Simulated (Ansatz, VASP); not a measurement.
## Two plane-wave programs on SnTe

```
CELL_PARAMETERS angstrom
0.00000 3.20500 3.20500
3.20500 0.00000 3.20500
3.20500 3.20500 0.00000
ATOMIC_POSITIONS crystal
Sn 0.00000 0.00000 0.00000
Te 0.50000 0.50000 0.50000
```

Alike in both runs: task single point; functional PBE; k mesh 6 × 6 × 6; occupations fermi-dirac, width 0.02 eV; non-collinear spin, spin-orbit coupling.

```csv
,VASP,Ansatz
version,VASP 6.6.1,Ansatz 0.2.0 development build
potentials or method,"VASP PAW PBE potentials, release 64 (Sn_d, Te)","plane waves, PAW datasets (hand-made set)"
plane-wave cutoff (eV),520,640
valence electrons in the cell,20,38
```

|  | VASP | Ansatz | Ansatz less VASP |
| --- | --- | --- | --- |
| net moment per atom (μB) | 0.00 | 0.00 | 0.000 |

With one functional, cell and mesh, what is left measures potentials, basis and numerics. VASP's potentials hold 20 valence electrons a cell and Ansatz's 38, so a difference there can come from the potentials and not from the codes.
